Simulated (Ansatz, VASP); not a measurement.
## One calculation of Si, two programs

```
Si
1.0
     3.64990    0.00000    0.00000
    -1.82495    3.16090    0.00000
     0.00000    0.00000    5.78599
Si
4
Direct
  0.33333 0.66667 0.06303
  0.66667 0.33333 0.56303
  0.33333 0.66667 0.43697
  0.66667 0.33333 0.93697
```

Change from the starting cell: strain -0.040 along x and y, -0.080 along z, atoms carried along.

Alike in both runs: task single point; functional LDA; k mesh 12 × 12 × 6; occupations gaussian, width 0.03 eV; no spin polarisation.

```csv
,VASP,Ansatz
version,VASP 6.6.1,Ansatz 0.2.0
potentials or method,"VASP PAW LDA potentials, release 64 (Si), cutoff 520 eV","scalar-relativistic, plane waves, PAW"
valence electrons in the cell,16,16
```

|  | VASP | Ansatz | Ansatz less VASP |
| --- | --- | --- | --- |
| gap on the k mesh at the Fermi level (eV) | none | none | - |
| pressure (GPa) | 22.9 | 22.8 | -0.14 |
| traceless stress, the component that is largest in VASP (GPa) | 10.84 | 10.80 | -0.038 |
| rms of the force components (eV/Å) | 0.504 | 0.504 | -0.0004 |

LDA's correlation is that of Perdew and Zunger in VASP and of Perdew and Wang (1992) in Ansatz. Atom by atom the forces differ by 0.000 eV/Å (rms over components). A gap of «none» marks a metal or a gap that the smearing closes.
